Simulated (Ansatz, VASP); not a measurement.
# Sn2Te3O: VASP beside Ansatz

```
Sn Te O
1.0
     3.23014    1.86492    4.97414
    -3.23014    1.86492    4.97414
     0.00000   -3.72985    4.97414
Sn Te O
2 3 1
Cartesian
  0.0000 0.0000 2.0178
  0.0000 0.0000 12.9046
  0.0000 1.8649 4.9741
  -1.6151 -0.9325 4.9741
  1.6151 -0.9325 4.9741
  0.0000 0.0000 0.0000
```

Alike in both runs: task relaxation of cell and atoms; functional PBE; k mesh 6 × 6 × 6; occupations gaussian, width 0.1 eV; no spin polarisation.

|  | VASP | Ansatz |
| --- | --- | --- |
| version | VASP 6.6.1 | Ansatz 0.2.0 |
| potentials or method | VASP PAW PBE potentials, release 64 (Sn_d, Te, O), cutoff 600 eV | scalar-relativistic, plane waves, PAW |
| valence electrons in the cell | 52 | 82 |

```tsv
	VASP	Ansatz	Ansatz less VASP
gap on the k mesh at the Fermi level, each at its own relaxed structure (eV)	none	none	-
relaxed volume (Å³/atom)	29.67	29.80	+0.132
relaxed length of the cell vector where the two differ most in proportion (Å)	6.225	6.234	+0.0083
```

A gap of «none» marks a metal or a gap that the smearing closes. VASP's potentials hold 52 valence electrons a cell and Ansatz's 82, so a difference there can come from the potentials and not from the codes.

Neither program's run includes spin-orbit coupling.
